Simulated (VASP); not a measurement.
Here is a VASP 6.6.1 calculation.

The input INCAR:

```
SYSTEM = Ti2NbB3
PREC = Accurate ; ENCUT = 520
EDIFF = 1E-7 ; ISMEAR = 0
SIGMA = 0.1 ; LREAL = .FALSE.
LASPH = .TRUE. ; NELM = 150
ALGO = Normal ; ISIF = 2
LWAVE = .FALSE. ; LCHARG = .FALSE.
ISPIN = 2 ; MAGMOM = 1 1 1 0 0 0
LORBIT = 11 ; LMAXMIX = 4
GGA = PE ; NBANDS = 36
```

Contents of KPOINTS:

```
regular mesh
0
G
  6 6 2
  0 0 0
```

File POSCAR:

```
Ti2NbB3
1.0
    3.2251239081      0.0000000000      0.0000000000
   -1.6125619540      2.7930392347      0.0000000000
    0.0000000000      0.0000000000      7.8897927294
Ti Nb B
2 1 3
Direct
    0.6666666667      0.3333333333      0.6638813790
    0.3333333333      0.6666666667      0.3361186210
    0.0000000000      0.0000000000      0.0000000000
    0.6666666667      0.3333333333      0.1697863518
    0.3333333333      0.6666666667      0.8302136482
    0.0000000000      0.0000000000      0.5000000000
```

Potentials or basis: VASP PAW PBE potentials, release 64 (Ti_sv, Nb_sv, B).

The run is started by

```console
$ cat potpaw_PBE.64/Ti_sv/POTCAR potpaw_PBE.64/Nb_sv/POTCAR potpaw_PBE.64/B/POTCAR > POTCAR
$ mpirun -np 1 vasp_std > vasp.out
```

**Question.** What does it give for the largest force?

**Answer.** 0.077 eV/Å.

**Question.** What does it give for the pressure?

**Answer.** -0.2 GPa.

**Question.** Estimate the net moment.

**Answer.** 0.00 μB per cell.

Forces in eV/Å, atoms in the order of the input:
```
Ti   0.000  0.000 -0.077
Ti   0.000  0.000  0.077
Nb   0.000  0.000  0.000
B    0.000  0.000 -0.071
B    0.000  0.000  0.071
B    0.000  0.000  0.000
```

Caveat: the k points lie up to 0.40 Å⁻¹ apart.
